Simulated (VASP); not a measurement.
Wanted: the native input for a VASP 6.6.1 run.

- Task: single point
- Functional: PBE
- Potentials or basis: VASP PAW PBE potentials, release 64 (Al, N)
- Cutoff: 520 eV
- k mesh: 8 × 8 × 2
- Occupations: gaussian, width 0.05 eV
- Spin: no spin polarisation
- Dipole correction: no
- Further INCAR settings: ALGO = Normal; EDIFF = 1e-07; NBANDS = 36

The structure of AlN lies in POSCAR:

```
AlN
1.0
    2.2015871003     -2.2015871003      0.0000000000
    2.2015871003      0.0000000000     -2.2015871003
   10.2739263623      8.0725594207      8.0725594207
Al N
6 6
Direct
    0.8680798600     -0.1319201400      0.3958000000
    0.2569631933      0.2569631933      0.2291333333
    0.4791965267      0.4791965267      0.5624666667
    0.7014298600      0.7014298600      0.8958000000
    0.0903131933      0.0903131933      0.7291333333
    0.6458465267      0.6458465267      0.0624666667
    0.5208590267      0.5208590267      0.4374666667
    0.9097423600     -0.0902576400      0.2708000000
    0.1319756933      0.1319756933      0.6041333333
    0.3542090267      0.3542090267      0.9374666667
   -0.2569076400     -0.2569076400      0.7708000000
    0.2986256933      0.2986256933      0.1041333333
```

This cell differs from its parent crystal: the part above a cut slid along it.

These files were run (other wordings do the same):

INCAR

```
PREC = Accurate
ENCUT = 520
EDIFF = 1E-7
ISMEAR = 0
SIGMA = 0.05
LREAL = False
LASPH = True
NELM = 60
ALGO = Normal
ISIF = 2
LWAVE = False
LCHARG = True
GGA = PE
LELF = True
LVHAR = True
NBANDS = 36
```

KPOINTS

```
regular mesh
0
Gamma
  8 8 2
```

Potentials or basis: VASP PAW PBE potentials, release 64 (Al, N).

Run with:

```console
$ cat potpaw_PBE.64/Al/POTCAR potpaw_PBE.64/N/POTCAR > POTCAR
$ mpirun -np 1 vasp_std > vasp.out
```

It gave:

```yaml
Pressure: -0.1 GPa
Largest_force: 1.798 eV/Å
Band_gap_on_the_k_mesh: 2.46 eV (least direct gap 2.52 eV)
```

Caveat: the cell differs from its parent crystal (the part above a cut slid along it); forces of over 1 eV/Å act on the atoms, so gaps and moduli don't describe the material at rest.

It took 6.5 min on 1 thread of AMD EPYC 7R13 (shared host), peak memory 0.32 GiB.
